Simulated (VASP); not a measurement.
# KTaO3 (Pm-3m) in VASP: further runs

KTaO3 is run at these levels: PBEsol, r2SCAN; tasks: single point.

All numbers are computed with VASP 6.6.1; they aren't measurements. Logs are shortened: lines on timing, memory, paths and dates and some standing lists are left out, and cuts for length are marked.

**1. The cell of the first run**

The structure is cubic, space group Pm-3m (No. 221). The conventional cell has a = 3.985 Å, b = 3.985 Å, c = 3.985 Å, α = 90.00°, β = 90.00°, γ = 90.00°. Within 3.7 Å of K (site symmetry m-3m) lie 12 O at 2.82 Å and 8 Ta at 3.45 Å. Ta (site symmetry m-3m) has 6 O at 1.99 Å within 2.6 Å. Within 2.6 Å of O (site symmetry 4/mmm) lie 2 Ta at 1.99 Å.

**2. Single point, PBEsol**

Input file INCAR:

```
PREC     = Accurate       # precision mode
ENCUT    = 520            # plane-wave cutoff, eV
EDIFF    = 1E-6           # SCF threshold, eV
ISMEAR   = -1             # smearing method
SIGMA    = 0.05           # smearing width, eV
LREAL    = F              # projectors in reciprocal space
LASPH    = T              # aspherical terms in the spheres
NELM     = 60             # most SCF steps
ALGO     = Normal         # electronic algorithm
ISIF     = 2              # what is computed and relaxed
LWAVE    = F              # write WAVECAR
LCHARG   = T              # write CHGCAR
GGA      = PS             # functional
LELF     = T              # ELF
LVHAR    = T            
NBANDS   = 27             # bands
```

Input file KPOINTS:

```
regular mesh
0
Gamma
  6 6 6
```

Input file POSCAR:

```
KTaO3
1.0
    3.9854390000      0.0000000000      0.0000000000
    0.0000000000      3.9854390000      0.0000000000
    0.0000000000      0.0000000000      3.9854390000
K Ta O
1 1 3
Direct
    0.0000000000      0.0000000000      0.0000000000
    0.5000000000      0.5000000000      0.5000000000
    0.5000000000      0.5000000000      0.0000000000
    0.0000000000      0.5000000000      0.5000000000
    0.5000000000      0.0000000000      0.5000000000
```

Potentials or basis: VASP PAW PBE potentials, release 64 (K_sv, Ta_pv, O).

Command:

```
> cat potpaw_PBE.64/K_sv/POTCAR potpaw_PBE.64/Ta_pv/POTCAR potpaw_PBE.64/O/POTCAR > POTCAR
> mpirun -np 1 vasp_std > vasp.out
```

OUTCAR:

```text
PREC = Accurate
   ENCUT = 520
   EDIFF = 1E-6
   ISMEAR = -1
   LREAL = F
   LASPH = T
   NELM = 60
   ISIF = 2
   GGA = PS

 ion  position               nearest neighbor table
   1  0.000  0.000  0.000-   3 2.82   4 2.82   5 2.82   4 2.82   5 2.82   3 2.82   4 2.82   4 2.82
                             3 2.82   5 2.82   5 2.82   3 2.82   2 3.45   2 3.45   2 3.45   2 3.45
   2  0.500  0.500  0.500-   3 1.99   4 1.99   5 1.99   3 1.99   5 1.99   4 1.99   1 3.45   1 3.45
                             1 3.45   1 3.45   1 3.45   1 3.45   1 3.45   1 3.45
   3  0.500  0.500  0.000-   2 1.99   2 1.99   1 2.82   1 2.82   1 2.82   1 2.82
   4  0.000  0.500  0.500-   2 1.99   2 1.99   1 2.82   1 2.82   1 2.82   1 2.82
   5  0.500  0.000  0.500-   2 1.99   2 1.99   1 2.82   1 2.82   1 2.82   1 2.82

  LATTYP: Found a simple cubic cell.
 ALAT       =     3.9854390000

  Lattice vectors:

 A1 = (   3.9854390000,   0.0000000000,   0.0000000000)
 A2 = (   0.0000000000,   3.9854390000,   0.0000000000)
 A3 = (   0.0000000000,   0.0000000000,   3.9854390000)

Analysis of symmetry for initial positions (statically):
=====================================================================
 Subroutine PRICEL returns:
 Original cell was already a primitive cell.

 Routine SETGRP: Setting up the symmetry group for a
 simple cubic supercell.

 Subroutine GETGRP returns: Found 48 space group operations
 (whereof 48 operations were pure point group operations)
 out of a pool of 48 trial point group operations.

The static configuration has the point symmetry O_h .

Analysis of symmetry for dynamics (positions and initial velocities):
=====================================================================
 Subroutine PRICEL returns:
 Original cell was already a primitive cell.

 Routine SETGRP: Setting up the symmetry group for a
 simple cubic supercell.

 Subroutine GETGRP returns: Found 48 space group operations
 (whereof 48 operations were pure point group operations)
 out of a pool of 48 trial point group operations.

The dynamic configuration has the point symmetry O_h .

 Subroutine INISYM returns: Found 48 space group operations
 (whereof 48 operations are pure point group operations),
 and found     1 'primitive' translations

----------------------------------------------------------------------------------------

                                     Primitive cell

  volume of cell :      63.3036

  direct lattice vectors                    reciprocal lattice vectors
     3.985439000  0.000000000  0.000000000     0.250913387  0.000000000  0.000000000
     0.000000000  3.985439000  0.000000000     0.000000000  0.250913387  0.000000000
     0.000000000  0.000000000  3.985439000     0.000000000  0.000000000  0.250913387

  length of vectors
     3.985439000  3.985439000  3.985439000     0.250913387  0.250913387  0.250913387

  position of ions in fractional coordinates (direct lattice)
     0.000000000  0.000000000  0.000000000
     0.500000000  0.500000000  0.500000000
     0.500000000  0.500000000  0.000000000
     0.000000000  0.500000000  0.500000000
     0.500000000  0.000000000  0.500000000

  ion indices of the primitive-cell ions
   primitive index   ion index
                 1           1
                 2           2
                 3           3
                 4           4
                 5           5

----------------------------------------------------------------------------------------

 KPOINTS: regular mesh

Automatic generation of k-mesh.
 Grid dimensions read from file:
 generate k-points for:    6    6    6

 Generating k-lattice:

  Cartesian coordinates                     Fractional coordinates (reciprocal lattice)
     0.041818898  0.000000000  0.000000000     0.166666667  0.000000000  0.000000000
     0.000000000  0.041818898  0.000000000     0.000000000  0.166666667  0.000000000
     0.000000000  0.000000000  0.041818898     0.000000000  0.000000000  0.166666667

  Length of vectors
     0.041818898  0.041818898  0.041818898

  Shift w.r.t. Gamma in fractional coordinates (k-lattice)
     0.000000000  0.000000000  0.000000000

 Subroutine IBZKPT returns following result:
 ===========================================

 Found     20 irreducible k-points:

 Following reciprocal coordinates:
            Coordinates               Weight
  0.000000  0.000000  0.000000      1.000000
  0.166667  0.000000  0.000000      6.000000
  0.333333  0.000000  0.000000      6.000000
  0.500000  0.000000  0.000000      3.000000
  0.166667  0.166667  0.000000     12.000000
  0.333333  0.166667  0.000000     24.000000
[... 12 lines left out ...]
  0.500000  0.500000  0.333333      6.000000
  0.500000  0.500000  0.500000      1.000000
   k-points           NKPTS =     20   k-points in BZ     NKDIM =     20   number of bands    NBANDS=     27
   number of dos      NEDOS =    301   number of ions     NIONS =      5
   total plane-waves  NPLWV =  27000
   dimension x,y,z NGX =    30 NGY =   30 NGZ =   30
   dimension x,y,z NGXF=    60 NGYF=   60 NGZF=   60
   ions per type =               1   1   3
   NGX,Y,Z   is equivalent  to a cutoff of  12.51, 12.51, 12.51 a.u.
   NGXF,Y,Z  is equivalent  to a cutoff of  25.03, 25.03, 25.03 a.u.
 SYSTEM =  unknown system
   PREC   = accura    normal or accurate (medium, high low for compatibility)
   ISTART =      0    job   : 0-new  1-cont  2-samecut
   ICHARG =      2    charge: 1-file 2-atom 10-const
   ISPIN  =      1    spin polarized calculation?
   LNONCOLLINEAR =      F non collinear calculations
   LSORBIT =      F    spin-orbit coupling
   LASPH  =      T    aspherical Exc in radial PAW
   ENCUT  =  520.0 eV  38.22 Ry    6.18 a.u.   7.41  7.41  7.41*2*pi/ulx,y,z
   NELM   =     60;   NELMIN=  2; NELMDL= -5     # of ELM steps
   EDIFF  = 0.1E-05   stopping-criterion for ELM
   LREAL  =      F    real-space projection
   EDIFFG = 0.1E-04   stopping-criterion for IOM
   NSW    =      0    number of steps for IOM
   IBRION =     -1    ionic relax: 0-MD 1-quasi-New 2-CG
   NFREE  =      0    steps in history (QN), initial steepest desc. (CG)
   ISIF   =      2    stress and relaxation
   ISYM   =      2    0-nonsym 1-usesym 2-fastsym
   POTIM  = 0.5000    time-step for ionic-motion
   TEBEG  =    0.0;   TEEND  =   0.0 temperature during run
   PSTRESS=    0.0 pullay stress
   NELECT =      38.0000    total number of electrons
   NUPDOWN=      -1.0000    fix difference up-down
   EMIN   =  10.00;   EMAX   =-10.00  energy-range for DOS
   EFERMI =   0.00;   METHOD = LEGACY
   ISMEAR =    -1;   SIGMA  =   0.05  broadening in eV -4-tet -1-fermi 0-gaus
   EFERMI_NEDOS =   21; number of points for ismear=-14 and -15
   IALGO  =     38    algorithm
   IMIX   =      4    mixing-type and parameters
     AMIX     =   0.40;   BMIX     =  1.00
     AMIX_MAG =   1.60;   BMIX_MAG =  1.00
  volume/ion in A,a.u.               =      12.66        85.44
  Fermi-wavevector in a.u.,A,eV,Ry     =   1.380998  2.609709 25.948443  1.907157
  Thomas-Fermi vector in A             =   2.505824
   LORBIT       =      0    0 simple, 1 ext, 2 COOP (PROOUT), +10 PAW based schemes
   GGA     = PS    functional components
   LHFCALC =     F    Hartree Fock is set to
   AEXX    =    0.0000 exact exchange contribution
   IVDW    =     0    specifies the selected vdW correction
   LEPSILON=     F    determine dielectric tensor
   LRPA    =     F    only Hartree local field effects (RPA)
 non-spin polarized calculation
  energy-cutoff  :      520.00
  volume of cell :       63.30
 maximum number of plane-waves:      1743
 NGX is ok and might be reduce to    30
   NGX = 15   NGY = 15   NGZ = 15

 number of electron      37.9999976 magnetization

 Free energy of the ion-electron system (eV)
  ---------------------------------------------------
  ext. energy  EPLUGINS =         0.00000000
  ---------------------------------------------------
  free energy    TOTEN  =       -42.91947556 eV

  energy without entropy =      -42.91947556  energy(sigma->0) =      -42.91947556

 E-fermi :   2.7710     XC(G=0): -11.1508

 val. band max:        1.6781308718   @ k =   0.5000   0.5000   0.5000
 cond. band min:       3.7661985027   @ k =   0.0000   0.0000   0.0000
 fundamental gap:      2.0880676309
 Fermi energy:         2.7709707103

 k-point     1 :       0.0000    0.0000    0.0000
  band No.  band energies     occupation
      1     -32.3779      2.00000
      2     -32.3779      2.00000
      3     -32.3779      2.00000
      4     -25.4389      2.00000
      5     -15.8151      2.00000
      6     -15.0873      2.00000
[... 19 lines left out ...]
     26       9.5880      0.00000
     27       9.5880      0.00000

 k-point     2 :       0.1667    0.0000    0.0000
  band No.  band energies     occupation
      1     -32.4012      2.00000
      2     -32.3770      2.00000
      3     -32.3770      2.00000
      4     -25.4314      2.00000
      5     -15.7453      2.00000
      6     -15.0810      2.00000
[... 19 lines left out ...]
     26       9.9372      0.00000
     27      10.0412      0.00000

 k-point     3 :       0.3333    0.0000    0.0000
  band No.  band energies     occupation
      1     -32.4473      2.00000
      2     -32.3752      2.00000
      3     -32.3752      2.00000
      4     -25.4164      2.00000
      5     -15.7050      2.00000
      6     -15.0690      2.00000
[... 19 lines left out ...]
     26      10.6811      0.00000
     27      11.6350      0.00000

 k-point     4 :       0.5000    0.0000    0.0000
  band No.  band energies     occupation
      1     -32.4700      2.00000
      2     -32.3743      2.00000
      3     -32.3743      2.00000
      4     -25.4089      2.00000
      5     -15.7105      2.00000
      6     -15.0624      2.00000
[... 19 lines left out ...]
     26      11.0825      0.00000
     27      12.0784      0.00000
[... 396 lines left out ...]
      4     -25.3854      2.00000
      5     -14.5913      2.00000
      6     -14.3935      2.00000
[... 19 lines left out ...]
     26      12.8904      0.00000
     27      13.1620      0.00000

 k-point    19 :       0.5000    0.5000    0.3333
  band No.  band energies     occupation
      1     -32.4622      2.00000
      2     -32.4622      2.00000
      3     -32.4389      2.00000
      4     -25.3814      2.00000
      5     -14.4723      2.00000
      6     -14.1582      2.00000
[... 19 lines left out ...]
     26      12.6536      0.00000
     27      13.2746      0.00000

 k-point    20 :       0.5000    0.5000    0.5000
  band No.  band energies     occupation
      1     -32.4612      2.00000
      2     -32.4612      2.00000
      3     -32.4612      2.00000
      4     -25.3772      2.00000
      5     -14.1350      2.00000
      6     -14.1350      2.00000
[... 19 lines left out ...]
     26      12.3447      0.00000
     27      13.8776      0.00000

------------------------ aborting loop because EDIFF is reached ----------------------------------------

  FORCE on cell =-STRESS in cart. coord.  units (eV):
  Direction    XX          YY          ZZ          XY          YZ          ZX
  --------------------------------------------------------------------------------------
  -------------------------------------------------------------------------------------
  Total        0.2864312      0.2864312      0.2864312      0.0000000      0.0000000      0.0000000
  in kB        7.2494047      7.2494047      7.2494047      0.0000000      0.0000000      0.0000000
  external PRESSURE =       7.2494047 kB  Pullay stress =       0.0000000 kB

 VOLUME and BASIS-vectors are now :
 -----------------------------------------------------------------------------
  energy-cutoff  :      520.00
  volume of cell :       63.30
      direct lattice vectors                 reciprocal lattice vectors
     3.985439000  0.000000000  0.000000000     0.250913387  0.000000000  0.000000000
     0.000000000  3.985439000  0.000000000     0.000000000  0.250913387  0.000000000
     0.000000000  0.000000000  3.985439000     0.000000000  0.000000000  0.250913387

 POSITION                                       TOTAL-FORCE (eV/Angst)
 -----------------------------------------------------------------------------------
      0.00000      0.00000      0.00000         0.000000      0.000000      0.000000
      1.99272      1.99272      1.99272         0.000000      0.000000      0.000000
      1.99272      1.99272      0.00000         0.000000      0.000000      0.000000
      0.00000      1.99272      1.99272         0.000000      0.000000      0.000000
      1.99272      0.00000      1.99272         0.000000      0.000000      0.000000
 -----------------------------------------------------------------------------------
    total drift:                                0.000000      0.000000     -0.000000

  FREE ENERGIE OF THE ION-ELECTRON SYSTEM (eV)
  ---------------------------------------------------
  free  energy   TOTEN  =       -42.9194755601 eV

  energy  without entropy=      -42.9194755599  energy(sigma->0) =      -42.91947556
```

It took 39 s on 1 thread of Intel Xeon 8259CL, shared host; peak memory 0.19 GiB.

Results:

```
Free energy            : -42.9195 eV
Pressure               : 0.7 GPa
Band gap on the k mesh : 2.09 eV (least direct gap 2.71 eV)
```

Levels at points of the mesh, in eV from the valence-band top:
```csv
k point,band 16,band 17,band 18,band 19,band 20,band 21,band 22,band 23
"(0.00, 0.00, 0.00)",-1.08,-0.62,-0.62,-0.62,2.09,2.09,2.09,6.46
"(0.50, 0.00, 0.00)",-2.18,-1.55,-0.85,-0.85,2.25,5.00,5.00,6.82
"(0.50, 0.50, 0.00)",-1.66,-1.45,-1.45,-0.04,5.04,5.04,6.33,7.66
"(0.50, 0.50, 0.50)",-3.95,0.00,0.00,0.00,6.47,6.47,6.47,8.80
```

Caveat: the PAW data sets were made with another functional, which shifts forces and pressure a little; spin-orbit coupling is left out, which moves the levels of the heavy elements. A k mesh can miss the band edges.

(Part 1 of 2 ends here.)
